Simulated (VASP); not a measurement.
# SiO2 (P4_2/mnm) in VASP: notebook

Runs on SiO2. Level: PBE. Tasks: relaxation of the atoms.

All numbers are computed with VASP 6.6.1; they aren't measurements. Logs are shortened: lines on timing, memory, paths and dates and some standing lists are left out, and cuts for length are marked.

### 1 The cell of the first run

The structure is tetragonal, space group P4_2/mnm (No. 136). Conventional cell: a = 4.110 Å, b = 4.110 Å, c = 2.628 Å, α = 90.00°, β = 90.00°, γ = 90.00°. Si (site symmetry mmm) has 6 O at 1.73 to 1.77 Å within 2.3 Å. Within 2.3 Å of O (site symmetry m2m) lie 3 Si at 1.73 to 1.77 Å and 1 O at 2.26 Å.

### 2 Relaxation of the atoms, PBE (7.40 Å³/atom)

File INCAR:

```
ALGO     = Normal         # electronic algorithm
EDIFF    = 1E-6           # SCF threshold, eV
EDIFFG   = -0.02          # ionic threshold
ENCUT    = 520            # plane-wave cutoff, eV
GGA      = PE             # functional
IBRION   = 2              # ionic algorithm
ISIF     = 2              # what is computed and relaxed
ISMEAR   = -1             # smearing method
LASPH    = T              # aspherical terms in the spheres
LCHARG   = F              # write CHGCAR
LREAL    = F              # projectors in reciprocal space
LWAVE    = F              # write WAVECAR
NELM     = 60             # most SCF steps
NSW      = 80             # ionic steps
PREC     = Accurate       # precision mode
SIGMA    = 0.02           # smearing width, eV
```

File KPOINTS:

```
k-points
0
Gamma
  7 7 11
```

File POSCAR:

```
SiO2
1.0
    4.1103863400      0.0000000000      0.0000000000
    0.0000000000      4.1103863400      0.0000000000
    0.0000000000      0.0000000000      2.6284888288
Si O
2 4
Direct
    0.0000000000      0.0000000000      0.0000000000
    0.5000000000      0.5000000000      0.5000000000
    0.3052551835      0.3052551835      0.0000000000
    0.1947448165      0.8052551835      0.5000000000
    0.6947448165      0.6947448165      0.0000000000
    0.8052551835      0.1947448165      0.5000000000
```

Potentials or basis: VASP PAW PBE potentials, release 64 (Si, O).

Launch:

```
cat potpaw_PBE.64/Si/POTCAR potpaw_PBE.64/O/POTCAR > POTCAR
mpirun -np 1 vasp_std > vasp.out
```

OUTCAR:

```text
EDIFF = 1E-6
   EDIFFG = -0.02
   ENCUT = 520
   GGA = PE
   IBRION = 2
   ISIF = 2
   ISMEAR = -1
   LASPH = T
   LREAL = F
   NELM = 60
   NSW = 80
   PREC = Accurate

 ion  position               nearest neighbor table
   1  0.000  0.000  0.000-   4 1.73   6 1.73   4 1.73   6 1.73   5 1.77   3 1.77
   2  0.500  0.500  0.500-   3 1.73   5 1.73   3 1.73   5 1.73   4 1.77   6 1.77
   3  0.305  0.305  0.000-   2 1.73   2 1.73   1 1.77
   4  0.195  0.805  0.500-   1 1.73   1 1.73   2 1.77
   5  0.695  0.695  0.000-   2 1.73   2 1.73   1 1.77
   6  0.805  0.195  0.500-   1 1.73   1 1.73   2 1.77

  LATTYP: Found a simple tetragonal cell.
 ALAT       =     4.1103863400
 C/A-ratio  =     0.6394748842

  Lattice vectors:

 A1 = (   4.1103863400,   0.0000000000,   0.0000000000)
 A2 = (   0.0000000000,   4.1103863400,   0.0000000000)
 A3 = (   0.0000000000,   0.0000000000,   2.6284888288)

Analysis of symmetry for initial positions (statically):
=====================================================================
 Subroutine PRICEL returns:
 Original cell was already a primitive cell.

 Routine SETGRP: Setting up the symmetry group for a
 simple tetragonal supercell.

 Subroutine GETGRP returns: Found 16 space group operations
 (whereof  8 operations were pure point group operations)
 out of a pool of 16 trial point group operations.

The static configuration has the point symmetry D_2h.
 The point group associated with its full space group is D_4h.

Analysis of symmetry for dynamics (positions and initial velocities):
=====================================================================
 Subroutine PRICEL returns:
 Original cell was already a primitive cell.

 Routine SETGRP: Setting up the symmetry group for a
 simple tetragonal supercell.

 Subroutine GETGRP returns: Found 16 space group operations
 (whereof  8 operations were pure point group operations)
 out of a pool of 16 trial point group operations.

The dynamic configuration has the point symmetry D_2h.
 The point group associated with its full space group is D_4h.

 Subroutine INISYM returns: Found 16 space group operations
 (whereof  8 operations are pure point group operations),
 and found     1 'primitive' translations

----------------------------------------------------------------------------------------

                                     Primitive cell

  volume of cell :      44.4090

  direct lattice vectors                    reciprocal lattice vectors
     4.110386340  0.000000000  0.000000000     0.243286134  0.000000000  0.000000000
     0.000000000  4.110386340  0.000000000     0.000000000  0.243286134  0.000000000
     0.000000000  0.000000000  2.628488829     0.000000000  0.000000000  0.380446738

  length of vectors
     4.110386340  4.110386340  2.628488829     0.243286134  0.243286134  0.380446738

  position of ions in fractional coordinates (direct lattice)
     0.000000000  0.000000000  0.000000000
     0.500000000  0.500000000  0.500000000
     0.305255184  0.305255184  0.000000000
     0.194744816  0.805255184  0.500000000
     0.694744816  0.694744816  0.000000000
     0.805255184  0.194744816  0.500000000

  ion indices of the primitive-cell ions
   primitive index   ion index
                 1           1
                 2           2
                 3           3
                 4           4
                 5           5
                 6           6

----------------------------------------------------------------------------------------

 KPOINTS: k-points

Automatic generation of k-mesh.
 Grid dimensions read from file:
 generate k-points for:    7    7   11

 Generating k-lattice:

  Cartesian coordinates                     Fractional coordinates (reciprocal lattice)
     0.034755162  0.000000000  0.000000000     0.142857143  0.000000000  0.000000000
     0.000000000  0.034755162  0.000000000     0.000000000  0.142857143  0.000000000
     0.000000000  0.000000000  0.034586067     0.000000000  0.000000000  0.090909091

  Length of vectors
     0.034755162  0.034755162  0.034586067

  Shift w.r.t. Gamma in fractional coordinates (k-lattice)
     0.000000000  0.000000000  0.000000000

 Subroutine IBZKPT returns following result:
 ===========================================

 Found     60 irreducible k-points:

 Following reciprocal coordinates:
            Coordinates               Weight
  0.000000  0.000000  0.000000      1.000000
  0.142857  0.000000  0.000000      4.000000
  0.285714  0.000000  0.000000      4.000000
  0.428571  0.000000  0.000000      4.000000
  0.142857  0.142857  0.000000      4.000000
  0.285714  0.142857  0.000000      8.000000
[... 16 lines left out ...]
  0.285714  0.000000  0.181818      8.000000
  0.428571  0.000000  0.181818      8.000000
 [... further k-points ...]
   k-points           NKPTS =     60   k-points in BZ     NKDIM =     60   number of bands    NBANDS=     20
   number of dos      NEDOS =    301   number of ions     NIONS =      6
   total plane-waves  NPLWV =  20480
   dimension x,y,z NGX =    32 NGY =   32 NGZ =   20
   dimension x,y,z NGXF=    64 NGYF=   64 NGZF=   40
   ions per type =               2   4
   NGX,Y,Z   is equivalent  to a cutoff of  12.94, 12.94, 12.65 a.u.
   NGXF,Y,Z  is equivalent  to a cutoff of  25.89, 25.89, 25.30 a.u.
 SYSTEM =  unknown system
   PREC   = accura    normal or accurate (medium, high low for compatibility)
   ISTART =      0    job   : 0-new  1-cont  2-samecut
   ICHARG =      2    charge: 1-file 2-atom 10-const
   ISPIN  =      1    spin polarized calculation?
   LNONCOLLINEAR =      F non collinear calculations
   LSORBIT =      F    spin-orbit coupling
   LASPH  =      T    aspherical Exc in radial PAW
   ENCUT  =  520.0 eV  38.22 Ry    6.18 a.u.   7.64  7.64  4.89*2*pi/ulx,y,z
   NELM   =     60;   NELMIN=  2; NELMDL= -5     # of ELM steps
   EDIFF  = 0.1E-05   stopping-criterion for ELM
   LREAL  =      F    real-space projection
   EDIFFG = -.2E-01   stopping-criterion for IOM
   NSW    =     80    number of steps for IOM
   IBRION =      2    ionic relax: 0-MD 1-quasi-New 2-CG
   NFREE  =      1    steps in history (QN), initial steepest desc. (CG)
   ISIF   =      2    stress and relaxation
   ISYM   =      2    0-nonsym 1-usesym 2-fastsym
   POTIM  = 0.5000    time-step for ionic-motion
   TEBEG  =    0.0;   TEEND  =   0.0 temperature during run
   PSTRESS=    0.0 pullay stress
   NELECT =      32.0000    total number of electrons
   NUPDOWN=      -1.0000    fix difference up-down
   EMIN   =  10.00;   EMAX   =-10.00  energy-range for DOS
   EFERMI =   0.00;   METHOD = LEGACY
   ISMEAR =    -1;   SIGMA  =   0.02  broadening in eV -4-tet -1-fermi 0-gaus
   EFERMI_NEDOS =   21; number of points for ismear=-14 and -15
   IALGO  =     38    algorithm
   IMIX   =      4    mixing-type and parameters
     AMIX     =   0.40;   BMIX     =  1.00
     AMIX_MAG =   1.60;   BMIX_MAG =  1.00
  volume/ion in A,a.u.               =       7.40        49.95
  Fermi-wavevector in a.u.,A,eV,Ry     =   1.467690  2.773532 29.308501  2.154114
  Thomas-Fermi vector in A             =   2.583278
   LORBIT       =      0    0 simple, 1 ext, 2 COOP (PROOUT), +10 PAW based schemes
   GGA     = PE    functional components
   LHFCALC =     F    Hartree Fock is set to
   AEXX    =    0.0000 exact exchange contribution
   IVDW    =     0    specifies the selected vdW correction
   LEPSILON=     F    determine dielectric tensor
   LRPA    =     F    only Hartree local field effects (RPA)
 conjugate gradient relaxation of ions
 non-spin polarized calculation
  energy-cutoff  :      520.00
  volume of cell :       44.41
 maximum number of plane-waves:      1218
 NGX is ok and might be reduce to    32
   NGX = 15   NGY = 15   NGZ =  9

--------------------------------------- Ionic step        1  -------------------------------------------

 number of electron      31.9999981 magnetization

 Free energy of the ion-electron system (eV)
  ---------------------------------------------------
  ext. energy  EPLUGINS =         0.00000000
  ---------------------------------------------------
  free energy    TOTEN  =       -45.99707775 eV

  energy without entropy =      -45.99707775  energy(sigma->0) =      -45.99707775

------------------------ aborting loop because EDIFF is reached ----------------------------------------

  FORCE on cell =-STRESS in cart. coord.  units (eV):
  Direction    XX          YY          ZZ          XY          YZ          ZX
  --------------------------------------------------------------------------------------
  -------------------------------------------------------------------------------------
  Total        7.4484567      7.4484567      8.8063789      0.0000000      0.0000000      0.0000000
  in kB      268.7233815    268.7233815    317.7141272      0.0000000      0.0000000      0.0000000
  external PRESSURE =     285.0536301 kB  Pullay stress =       0.0000000 kB
[... 65 lines left out ...]
  energy  without entropy=      -45.9984051107  energy(sigma->0) =      -45.99840511

--------------------------------------- Ionic step        3  -------------------------------------------

 number of electron      31.9999982 magnetization

 Free energy of the ion-electron system (eV)
  ---------------------------------------------------
  ext. energy  EPLUGINS =         0.00000000
  ---------------------------------------------------
  free energy    TOTEN  =       -46.00164706 eV

  energy without entropy =      -46.00164706  energy(sigma->0) =      -46.00164706

 E-fermi :   9.3799     XC(G=0): -12.5256

 val. band max:        8.9443691000   @ k =   0.0000   0.0000   0.0000
 cond. band min:      15.3325342875   @ k =   0.0000   0.0000   0.0000
 fundamental gap:      6.3881651875
 Fermi energy:         9.3798693949

 k-point     1 :       0.0000    0.0000    0.0000
  band No.  band energies     occupation
      1     -14.1526      2.00000
      2     -10.3078      2.00000
      3     -10.3078      2.00000
      4      -9.9207      2.00000
      5      -2.3820      2.00000
      6       2.1744      2.00000
[... 12 lines left out ...]
     19      17.7718      0.00000
[... 513 lines left out ...]
      4      -9.5423      2.00000
      5      -0.8030      2.00000
      6      -0.0003      2.00000
[... 12 lines left out ...]
     19      19.7206      0.00000
     20      20.0406      0.00000

 [... further k-points ...]

------------------------ aborting loop because EDIFF is reached ----------------------------------------

  FORCE on cell =-STRESS in cart. coord.  units (eV):
  Direction    XX          YY          ZZ          XY          YZ          ZX
  --------------------------------------------------------------------------------------
  -------------------------------------------------------------------------------------
  Total        7.1858646      7.1858646      8.6829666     -0.0000000      0.0000000      0.0000000
  in kB      259.2496554    259.2496554    313.2616921     -0.0000000      0.0000000      0.0000000
  external PRESSURE =     277.2536676 kB  Pullay stress =       0.0000000 kB
[... 21 lines left out ...]
  FREE ENERGIE OF THE ION-ELECTRON SYSTEM (eV)
  ---------------------------------------------------
  free  energy   TOTEN  =       -46.0016470566 eV

  energy  without entropy=      -46.0016470566  energy(sigma->0) =      -46.00164706

 reached required accuracy - stopping structural energy minimisation
```

Run time: 2 min. Hardware: 1 thread of Intel Xeon 8259CL, shared host; peak memory 0.18 GiB.

What came out:

* Free energy: -46.0016 eV
* Energy gained by relaxing: 0.8 meV/atom
* Ionic steps: 3
* Pressure after relaxing: 27.7 GPa
* Band gap on the k mesh: 6.39 eV

The path:
```
step  energy change (eV)  largest force (eV/Å)  pressure (GPa)
   1              0.0000                0.2967           28.51
   2             -0.0013                0.2467           27.16
   3             -0.0046                0.0009           27.73
```

Final structure:
```cif
data_structure
_symmetry_space_group_name_H-M 'P 1'
_symmetry_Int_Tables_number 1
_cell_length_a 4.1104
_cell_length_b 4.1104
_cell_length_c 2.6285
_cell_angle_alpha 90.000
_cell_angle_beta 90.000
_cell_angle_gamma 90.000
_cell_volume 44.41
loop_
_atom_site_label
_atom_site_type_symbol
_atom_site_fract_x
_atom_site_fract_y
_atom_site_fract_z
_atom_site_occupancy
Si1 Si 0.00000 0.00000 0.00000 1
Si2 Si 0.50000 0.50000 0.50000 1
O1 O 0.30392 0.30392 0.00000 1
O2 O 0.19608 0.80392 0.50000 1
O3 O 0.69608 0.69608 0.00000 1
O4 O 0.80392 0.19608 0.50000 1
```

Levels at points of the mesh, in eV from the valence-band top:
```tsv
k point	band 12	band 13	band 14	band 15	band 16	band 17	band 18	band 19	band 20
(0.00, 0.00, 0.00)	-3.28	-2.48	-0.94	-0.94	0.00	6.39	6.89	8.83	8.83
```

A k mesh can miss the band edges.

### 3 Relaxation of the atoms, PBE (z stretched by -3 %)

File INCAR:

```
SYSTEM = SiO2
PREC = Accurate ; ENCUT = 520
EDIFF = 1E-7 ; ISMEAR = -1
SIGMA = 0.02 ; LREAL = .False.
LASPH = .True. ; NELM = 60
ALGO = Normal ; ISIF = 2
LWAVE = .False. ; LCHARG = .False.
GGA = PE ; IBRION = 2
NSW = 80 ; EDIFFG = -0.02
```

File KPOINTS:

```
Automatic mesh
0
Gamma
  7 7 11
  0 0 0
```

POSCAR: that of step 2 with these lines changed.

```diff
@@ -2,5 +2,5 @@
 1.0
-    4.1103863400      0.0000000000      0.0000000000
-    0.0000000000      4.1103863400      0.0000000000
-    0.0000000000      0.0000000000      2.6284888288
+    4.1667000000      0.0000000000      0.0000000000
+    0.0000000000      4.1667000000      0.0000000000
+    0.0000000000      0.0000000000      2.5845650000
 Si O
```

Potentials or basis: VASP PAW PBE potentials, release 64 (Si, O).

Launch:

```
cat potpaw_PBE.64/Si/POTCAR potpaw_PBE.64/O/POTCAR > POTCAR
mpirun -np 1 vasp_std > vasp.out
```

Wall time 2 min (1 thread of Intel Xeon 8259CL, shared host); peak memory 0.18 GiB.

The run converged. Its results:

```
Free energy               : -46.0052 eV
Energy gained by relaxing : 0.1 meV/atom
Ionic steps               : 3
Pressure after relaxing   : 25.6 GPa
Band gap on the k mesh    : 6.31 eV
```

Stress tensor (GPa, compression positive):
```
18.67  0.00  0.00
 0.00 18.67  0.00
 0.00  0.00 39.55
```

The path:
| step | energy change (eV) | largest force (eV/Å) | pressure (GPa) |
| --- | --- | --- | --- |
| 1 | 0.0000 | 0.1069 | 25.98 |
| 2 | -0.0003 | 0.0794 | 25.38 |
| 3 | -0.0006 | 0.0002 | 25.63 |

Final structure:
```yaml
crystal:
  lattice:
    - [4.16670, 0.00000, 0.00000]
    - [0.00000, 4.16670, 0.00000]
    - [0.00000, 0.00000, 2.58457]
  atoms:
    - { symbol: Si, position: [0.00000, 0.00000, 0.00000] }
    - { symbol: Si, position: [0.50000, 0.50000, 0.50000] }
    - { symbol: O, position: [0.30476, 0.30476, 0.00000] }
    - { symbol: O, position: [0.19524, 0.80476, 0.50000] }
    - { symbol: O, position: [0.69524, 0.69524, 0.00000] }
    - { symbol: O, position: [0.80476, 0.19524, 0.50000] }
```

Levels at points of the mesh, in eV from the valence-band top:
| k point | band 12 | band 13 | band 14 | band 15 | band 16 | band 17 | band 18 | band 19 | band 20 |
| --- | --- | --- | --- | --- | --- | --- | --- | --- | --- |
| (0.00, 0.00, 0.00) | -3.07 | -2.35 | -0.95 | -0.95 | 0.00 | 6.31 | 7.34 | 9.20 | 9.20 |

Caveat: the cell differs from its parent crystal (z stretched by -3 %). A k mesh can miss the band edges.
